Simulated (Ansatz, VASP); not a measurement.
Na2C: VASP beside Ansatz

INCAR

```
SYSTEM = Na2C
PREC = Accurate
ENCUT = 600
EDIFF = 1E-7
ISMEAR = 0
SIGMA = 0.1
LREAL = .False.
LASPH = .True.
NELM = 150
ALGO = Normal
ISIF = 3
LWAVE = .False.
LCHARG = .False.
ISPIN = 2
MAGMOM = 0 0 0.43
LORBIT = 11
GGA = PE
IBRION = 2
NSW = 90
EDIFFG = -0.04
```

Contents of KPOINTS:

```
Automatic mesh
0
Gamma
  8 8 8
  0 0 0
```

The input POSCAR:

```
Na2C
1.0
   -1.6887678911      1.6887678911      4.1427587328
    1.6887678911     -1.6887678911      4.1427587328
    1.6887678911      1.6887678911     -4.1427587328
Na C
2 1
Direct
    0.6650000000      0.6650000000      0.0000000000
    0.3350000000      0.3350000000      0.0000000000
    0.0000000000      0.0000000000      0.0000000000
```

Input for Ansatz:

```yaml
crystal:
  lattice:
    - [-1.6887678911, 1.6887678911, 4.1427587328]
    - [1.6887678911, -1.6887678911, 4.1427587328]
    - [1.6887678911, 1.6887678911, -4.1427587328]
  atoms:
    - { symbol: Na, position: [0.665, 0.665, 0.0] }
    - { symbol: Na, position: [0.335, 0.335, 0.0] }
    - { symbol: C, position: [0.0, 0.0, 0.0], spin: 0.43 }
basis:
  ecutwfc: 420
kpoints:
  mp_grid: { grid: [8, 8, 8] }
hamiltonian:
  xc: pbe
scf:
  occupations: { method: gaussian, width: 0.1 }
  lower_state_search: "off"
output:
  forces: true
  stress: true
  eigenvalues: true
  populations: true
magnetization:
  spin_polarized: true
relax:
  adjacent_minimum: "off"
  f_tol: 0.04
  max_steps: 70
  cell: { stress_tol: 0.4 }
```

Alike in both runs: task relaxation of cell and atoms; functional PBE; k mesh 8 × 8 × 8; occupations gaussian, width 0.1 eV; collinear spin.

```csv
,VASP,Ansatz
version,VASP 6.6.1,Ansatz 0.2.0
potentials or method,"VASP PAW PBE potentials, release 64 (Na_pv, C), cutoff 600 eV","scalar-relativistic, plane waves, PAW"
valence electrons in the cell,18,22
```

```csv
,VASP,Ansatz,Ansatz less VASP
"gap on the k mesh at the Fermi level, each at its own relaxed structure (eV)",none,none,-
net moment per atom (μB),0.16,0.14,-0.017
size of the moment on the site where the two differ most (μB),0.23,0.35,+0.114
relaxed volume (Å³/atom),18.51,19.59,+1.087
relaxed length of the cell vector where the two differ most in proportion (Å),5.913,6.297,+0.3839
```

Site moments also hang on the region over which each program counts them. A gap of «none» marks a metal or a gap that the smearing closes. One of these differences is far larger than is usual between the two programs; its cause wasn't traced. VASP's potentials hold 18 valence electrons a cell and Ansatz's 22, so a difference there can come from the potentials and not from the codes. Ansatz's warnings: cell relax basis refresh.

Noted on VASP's run: the volume moved by over 15 % at a fixed basis, so the end points are rough.
